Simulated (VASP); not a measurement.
Here is a VASP 6.6.1 calculation.

POSCAR

```
Al2O3
1.0
    2.3790760000      1.3735601700      4.3299000000
   -2.3790760000      1.3735601700      4.3299000000
    0.0000000000     -2.7471203400      4.3299000000
Al O
4 6
Direct
    0.3522900000      0.3522900000      0.3522900000
    0.1477100000      0.1477100000      0.1477100000
    0.6477100000      0.6477100000      0.6477100000
    0.8522900000      0.8522900000      0.8522900000
    0.5562100000      0.9437900000      0.2500000000
    0.2500000000      0.5562100000      0.9437900000
    0.9437900000      0.2500000000      0.5562100000
    0.4437900000      0.0562100000      0.7500000000
    0.7500000000      0.4437900000      0.0562100000
    0.0562100000      0.7500000000      0.4437900000
```

File INCAR.step1:

```
  PREC = Accurate
  ENCUT = 520
  ISMEAR = 0
  SIGMA = 0.1
  LREAL = False
  LASPH = True
  NELM = 60
  NBANDS = 35
  GGA = PE
  ALGO = Normal
  EDIFF = 1E-4
  LWAVE = True
  LCHARG = False
```

Contents of INCAR.step2:

```
  PREC = Accurate
  ENCUT = 520
  EDIFF = 1E-6
  ISMEAR = 0
  SIGMA = 0.1
  LREAL = False
  LASPH = True
  NELM = 60
  ALGO = Normal
  ISIF = 2
  LWAVE = False
  LCHARG = False
  METAGGA = R2SCAN
  LMIXTAU = True
  NBANDS = 35
  ISTART = 1
```

Contents of KPOINTS:

```
Automatic mesh
0
Gamma
  6 6 6
```

Potentials or basis: VASP PAW PBE potentials, release 64 (Al, O).

The run is started by

```bash
$ cat potpaw_PBE.64/Al/POTCAR potpaw_PBE.64/O/POTCAR > POTCAR
$ cp INCAR.step1 INCAR
$ mpirun -np 1 vasp_std > vasp.out
$ cp INCAR.step2 INCAR
$ mpirun -np 1 vasp_std > vasp.out
```

Question: What does it give for the largest force?

Answer: 0.104 eV/Å.

Question: Estimate the pressure.

Answer: -0.3 GPa.

Question: Estimate the band gap on the k mesh.

Answer: 7.15 eV.

Forces in eV/Å, atoms in the order of the input:
```
Al   0.000  0.000 -0.104
Al   0.000  0.000  0.104
Al   0.000  0.000  0.104
Al   0.000  0.000 -0.104
O   -0.006  0.000  0.000
O    0.003 -0.005  0.000
O    0.003  0.005  0.000
O    0.006  0.000  0.000
O   -0.003  0.005  0.000
O   -0.003 -0.005  0.000
```

Caveat: the PAW data sets were made with another functional, which shifts forces and pressure a little.

**Experimental background.**

From “Multi-petahertz electron interference in Cr:Al2O3 solid-state material”, 2018, pmc:5906618, for a bulk crystal of Al2O3: band gap 8.7 eV (optical).

Against the measured gap of Al2O3, 8.7 eV (optical; quoted in “Multi-petahertz electron interference in Cr:Al2O3 solid-state material”, 2018, pmc:5906618), the calculated 7.15 eV is off by -1.55 eV. The value is that of r2SCAN on a finite k mesh, which can miss the band edges, without temperature or zero-point motion.
